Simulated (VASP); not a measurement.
# SnS (Pnma) in VASP: notebook

Runs on SnS. Level: PBE. Tasks: single point.

Everything below comes from runs of VASP 6.6.1. Logs are shortened: lines on timing, memory, paths and dates and some standing lists are left out, and cuts for length are marked.

## Step 1: The cell of the first run

The structure is orthorhombic, space group Pnma (No. 62). The conventional cell has a = 11.820 Å, b = 3.988 Å, c = 4.340 Å, α = 90.00°, β = 90.00°, γ = 90.00°. Within 3.6 Å of Sn (site symmetry m) lie 6 S at 2.69 to 3.54 Å and 2 Sn at 3.57 Å. S (site symmetry m) has 6 Sn at 2.69 to 3.54 Å within 3.6 Å.

## Step 2: Single point, PBE

INCAR

```
SYSTEM = SnS
ALGO     = Normal         ! electronic algorithm
EDIFF    = 1E-6           ! SCF threshold, eV
ENCUT    = 500            ! plane-wave cutoff, eV
GGA      = PE             ! functional
GGA_COMPAT= .FALSE.      
ISIF     = 2              ! what is computed and relaxed
ISMEAR   = -1             ! smearing method
LASPH    = .TRUE.         ! aspherical terms in the spheres
LCHARG   = .FALSE.        ! write CHGCAR
LREAL    = .FALSE.        ! projectors in reciprocal space
LWAVE    = .FALSE.        ! write WAVECAR
NBANDS   = 50             ! bands
NELM     = 120            ! most SCF steps
PREC     = Accurate       ! precision mode
SIGMA    = 0.3            ! smearing width, eV
```

KPOINTS

```
k-points
0
G
  2 6 5
  0 0 0
```

POSCAR

```
SnS
1.0
   11.8200000000      0.0000000000      0.0000000000
    0.0000000000      3.9880000000      0.0000000000
    0.0000000000      0.0000000000      4.3400000000
Sn S
4 4
Direct
    0.1180000000      0.2500000000      0.1150000000
    0.3820000000      0.7500000000      0.6150000000
    0.6180000000      0.2500000000      0.3850000000
    0.8820000000      0.7500000000      0.8850000000
    0.8500000000      0.2500000000      0.4780000000
    0.6500000000      0.7500000000      0.9780000000
    0.3500000000      0.2500000000      0.0220000000
    0.1500000000      0.7500000000      0.5220000000
```

Potentials or basis: VASP PAW PBE potentials, release 64 (Sn_d, S).

The run is started by

```sh
cat potpaw_PBE.64/Sn_d/POTCAR potpaw_PBE.64/S/POTCAR > POTCAR
mpirun -np 1 vasp_std > vasp.out
```

OUTCAR:

```text
SYSTEM = SnS
   EDIFF = 1E-6
   ENCUT = 500
   GGA = PE
   ISIF = 2
   ISMEAR = -1
   LASPH = .TRUE.
   LREAL = .FALSE.
   NELM = 120
   PREC = Accurate

 ion  position               nearest neighbor table
   1  0.118  0.250  0.115-   8 2.69   8 2.69   7 2.77   4 3.57   4 3.57
   2  0.382  0.750  0.615-   7 2.69   7 2.69   8 2.77   3 3.57   3 3.57
   3  0.618  0.250  0.385-   6 2.69   6 2.69   5 2.77   2 3.57   2 3.57
   4  0.882  0.750  0.885-   5 2.69   5 2.69   6 2.77   1 3.57   1 3.57
   5  0.850  0.250  0.478-   4 2.69   4 2.69   3 2.77
   6  0.650  0.750  0.978-   3 2.69   3 2.69   4 2.77
   7  0.350  0.250  0.022-   2 2.69   2 2.69   1 2.77
   8  0.150  0.750  0.522-   1 2.69   1 2.69   2 2.77

  LATTYP: Found a simple orthorhombic cell.
 ALAT       =     3.9880000000
 B/A-ratio  =     1.0882647944
 C/A-ratio  =     2.9638916750

  Lattice vectors:

 A1 = (   0.0000000000,   3.9880000000,   0.0000000000)
 A2 = (   0.0000000000,   0.0000000000,   4.3400000000)
 A3 = (  11.8200000000,   0.0000000000,   0.0000000000)

Analysis of symmetry for initial positions (statically):
=====================================================================
 Subroutine PRICEL returns:
 Original cell was already a primitive cell.

 Routine SETGRP: Setting up the symmetry group for a
 simple orthorhombic supercell.

 Subroutine GETGRP returns: Found  8 space group operations
 (whereof  2 operations were pure point group operations)
 out of a pool of  8 trial point group operations.

The static configuration has the point symmetry S_2 .
 The point group associated with its full space group is D_2h.

Analysis of symmetry for dynamics (positions and initial velocities):
=====================================================================
 Subroutine PRICEL returns:
 Original cell was already a primitive cell.

 Routine SETGRP: Setting up the symmetry group for a
 simple orthorhombic supercell.

 Subroutine GETGRP returns: Found  8 space group operations
 (whereof  2 operations were pure point group operations)
 out of a pool of  8 trial point group operations.

The dynamic configuration has the point symmetry S_2 .
 The point group associated with its full space group is D_2h.

 Subroutine INISYM returns: Found  8 space group operations
 (whereof  2 operations are pure point group operations),
 and found     1 'primitive' translations
[... 107 lines left out ...]
   LREAL  =      F    real-space projection
   EDIFFG = 0.1E-04   stopping-criterion for IOM
   NSW    =      0    number of steps for IOM
   IBRION =     -1    ionic relax: 0-MD 1-quasi-New 2-CG
   NFREE  =      0    steps in history (QN), initial steepest desc. (CG)
   ISIF   =      2    stress and relaxation
   ISYM   =      2    0-nonsym 1-usesym 2-fastsym
   POTIM  = 0.5000    time-step for ionic-motion
   TEBEG  =    0.0;   TEEND  =   0.0 temperature during run
   PSTRESS=    0.0 pullay stress
   NELECT =      80.0000    total number of electrons
   NUPDOWN=      -1.0000    fix difference up-down
   EMIN   =  10.00;   EMAX   =-10.00  energy-range for DOS
   EFERMI =   0.00;   METHOD = LEGACY
   ISMEAR =    -1;   SIGMA  =   0.30  broadening in eV -4-tet -1-fermi 0-gaus
   EFERMI_NEDOS =   21; number of points for ismear=-14 and -15
   IALGO  =     38    algorithm
   IMIX   =      4    mixing-type and parameters
     AMIX     =   0.40;   BMIX     =  1.00
     AMIX_MAG =   1.60;   BMIX_MAG =  1.00
  volume/ion in A,a.u.               =      25.57       172.57
  Fermi-wavevector in a.u.,A,eV,Ry     =   1.197156  2.262297 19.499628  1.433182
  Thomas-Fermi vector in A             =   2.333078
   LORBIT       =      0    0 simple, 1 ext, 2 COOP (PROOUT), +10 PAW based schemes
   GGA     = PE    functional components
   LHFCALC =     F    Hartree Fock is set to
   AEXX    =    0.0000 exact exchange contribution
   IVDW    =     0    specifies the selected vdW correction
   LEPSILON=     F    determine dielectric tensor
   LRPA    =     F    only Hartree local field effects (RPA)
 non-spin polarized calculation
  energy-cutoff  :      500.00
  volume of cell :      204.58
 maximum number of plane-waves:      5220
 NGX is ok and might be reduce to    90
   NGX = 43   NGY = 15   NGZ = 15

 number of electron      80.0000020 magnetization

 Free energy of the ion-electron system (eV)
  ---------------------------------------------------
  ext. energy  EPLUGINS =         0.00000000
  ---------------------------------------------------
  free energy    TOTEN  =       -35.42739361 eV

  energy without entropy =      -35.06702633  energy(sigma->0) =      -35.24720997

 E-fermi :   5.9510     XC(G=0):  -9.5972

 val. band max:        5.5423942653   @ k =   0.0000   0.0000   0.4000
 cond. band min:       6.1312334121   @ k =   0.0000   0.0000   0.0000
 fundamental gap:      0.5888391468
 Fermi energy:         5.9509591417

 k-point     1 :       0.0000    0.0000    0.0000
  band No.  band energies     occupation
      1     -15.7301      2.00000
      2     -15.7185      2.00000
      3     -15.7163      2.00000
      4     -15.7107      2.00000
      5     -15.6999      2.00000
      6     -15.6990      2.00000
[... 1261 lines left out ...]
     49      11.6706      0.00000
     50      11.6706      0.00000

------------------------ aborting loop because EDIFF is reached ----------------------------------------

  FORCE on cell =-STRESS in cart. coord.  units (eV):
  Direction    XX          YY          ZZ          XY          YZ          ZX
  --------------------------------------------------------------------------------------
  -------------------------------------------------------------------------------------
  Total       -3.6686506     -0.2748702     -0.4718423      0.0000000      0.0000000      0.0000000
  in kB      -28.7312535     -2.1526626     -3.6952604      0.0000000      0.0000000      0.0000000
  external PRESSURE =     -11.5263922 kB  Pullay stress =       0.0000000 kB

 VOLUME and BASIS-vectors are now :
 -----------------------------------------------------------------------------
  energy-cutoff  :      500.00
  volume of cell :      204.58
      direct lattice vectors                 reciprocal lattice vectors
    11.820000000  0.000000000  0.000000000     0.084602369  0.000000000  0.000000000
     0.000000000  3.988000000  0.000000000     0.000000000  0.250752257  0.000000000
     0.000000000  0.000000000  4.340000000     0.000000000  0.000000000  0.230414747

 POSITION                                       TOTAL-FORCE (eV/Angst)
 -----------------------------------------------------------------------------------
      1.39476      0.99700      0.49910         0.341487      0.000000      0.067072
      4.51524      2.99100      2.66910        -0.341487      0.000000      0.067072
      7.30476      0.99700      1.67090         0.341487     -0.000000     -0.067072
     10.42524      2.99100      3.84090        -0.341487     -0.000000     -0.067072
     10.04700      0.99700      2.07452        -0.212231      0.000000      0.021809
      7.68300      2.99100      4.24452         0.212231     -0.000000      0.021809
      4.13700      0.99700      0.09548        -0.212231     -0.000000     -0.021809
      1.77300      2.99100      2.26548         0.212231     -0.000000     -0.021809
 -----------------------------------------------------------------------------------
    total drift:                               -0.000000     -0.000000      0.000000

  FREE ENERGIE OF THE ION-ELECTRON SYSTEM (eV)
  ---------------------------------------------------
  free  energy   TOTEN  =       -35.4273936076 eV

  energy  without entropy=      -35.0670263260  energy(sigma->0) =      -35.24720997
```

Run time: 5.1 min. Hardware: 1 thread of Oxide Virtual Turin-like, shared host; peak memory 0.34 GiB.

What came out:

| Item | Value |
| --- | --- |
| Free energy | -35.4274 eV |
| Pressure | -1.2 GPa |
| Largest force | 0.348 eV/Å |
| Band gap on the k mesh | 0.59 eV (least direct gap 0.93 eV) |

Forces on the atoms (eV/Å):
```
Sn   0.341  0.000  0.067
Sn  -0.341  0.000  0.067
Sn   0.341  0.000 -0.067
Sn  -0.341  0.000 -0.067
S   -0.212  0.000  0.022
S    0.212  0.000  0.022
S   -0.212  0.000 -0.022
S    0.212  0.000 -0.022
```

Stress tensor (GPa, compression positive):
```
-2.87  0.00  0.00
 0.00 -0.22  0.00
 0.00  0.00 -0.37
```

Levels at points of the mesh, in eV from the valence-band top:
```csv
k point,band 37,band 38,band 39,band 40,band 41,band 42,band 43,band 44
"(0.00, 0.00, 0.00)",-1.81,-1.52,-0.68,-0.46,0.59,3.06,3.12,3.24
"(0.50, 0.00, 0.00)",-1.98,-1.98,-0.55,-0.55,2.20,2.20,2.95,2.95
"(0.00, 0.50, 0.00)",-0.99,-0.99,-0.79,-0.79,1.33,1.33,1.45,1.45
"(0.50, 0.50, 0.00)",-0.92,-0.92,-0.92,-0.92,1.56,1.56,1.56,1.56
```

Caveat: so wide a smearing shifts energies and pressures; semilocal functionals underestimate gaps, and a narrow one can read as zero; spin-orbit coupling is left out, which moves the levels of the heavy elements. A k mesh can miss the band edges.

## Step 3: Single point, PBE

INCAR

```
SYSTEM = SnS
PREC     = Accurate       ! precision mode
ENCUT    = 500            ! plane-wave cutoff, eV
EDIFF    = 1E-6           ! SCF threshold, eV
ISMEAR   = -5             ! smearing method
SIGMA    = 0.1            ! smearing width, eV
LREAL    = .FALSE.        ! projectors in reciprocal space
LASPH    = .TRUE.         ! aspherical terms in the spheres
NELM     = 120            ! most SCF steps
ALGO     = Normal         ! electronic algorithm
ISIF     = 2              ! what is computed and relaxed
LWAVE    = .FALSE.        ! write WAVECAR
LCHARG   = .FALSE.        ! write CHGCAR
GGA      = PE             ! functional
NBANDS   = 50             ! bands
GGA_COMPAT= .FALSE.
```

KPOINTS

```
Automatic mesh
0
G
  2 6 5
  0 0 0
```

POSCAR is that of step 2.

Potentials or basis: VASP PAW PBE potentials, release 64 (Sn_d, S).

The run is started by

```sh
cat potpaw_PBE.64/Sn_d/POTCAR potpaw_PBE.64/S/POTCAR > POTCAR
mpirun -np 1 vasp_std > vasp.out
```

Run time: 5.3 min. Hardware: 1 thread of Oxide Virtual Turin-like, shared host; peak memory 0.33 GiB.

Results (log left out):

| Item | Value |
| --- | --- |
| Free energy | -35.3269 eV |
| Pressure | -1.1 GPa |
| Largest force | 0.399 eV/Å |
| Band gap on the k mesh | 0.58 eV (least direct gap 0.92 eV) |

Forces in eV/Å, atoms in the order of the input:
```
Sn   0.385  0.000  0.104
Sn  -0.385  0.000  0.104
Sn   0.385  0.000 -0.104
Sn  -0.385  0.000 -0.104
S   -0.248  0.000  0.052
S    0.248  0.000  0.052
S   -0.248  0.000 -0.052
S    0.248  0.000 -0.052
```

Stress tensor (GPa, compression positive):
```
-3.28  0.00  0.00
 0.00  0.21  0.00
 0.00  0.00 -0.20
```

Levels at points of the mesh, in eV from the valence-band top:
```tsv
k point	band 36	band 37	band 38	band 39	band 40	band 41	band 42	band 43	band 44	band 45
(0.00, 0.00, 0.00)	-2.09	-1.81	-1.52	-0.68	-0.45	0.58	3.05	3.11	3.24	3.44
(0.50, 0.00, 0.00)	-2.18	-1.97	-1.97	-0.55	-0.55	2.19	2.19	2.94	2.94	3.97
(0.00, 0.50, 0.00)	-1.83	-1.00	-1.00	-0.79	-0.79	1.33	1.33	1.45	1.45	2.25
(0.50, 0.50, 0.00)	-2.13	-0.93	-0.93	-0.93	-0.93	1.55	1.55	1.55	1.55	2.59
```

Caveat: semilocal functionals underestimate gaps, and a narrow one can read as zero; spin-orbit coupling is left out, which moves the levels of the heavy elements.
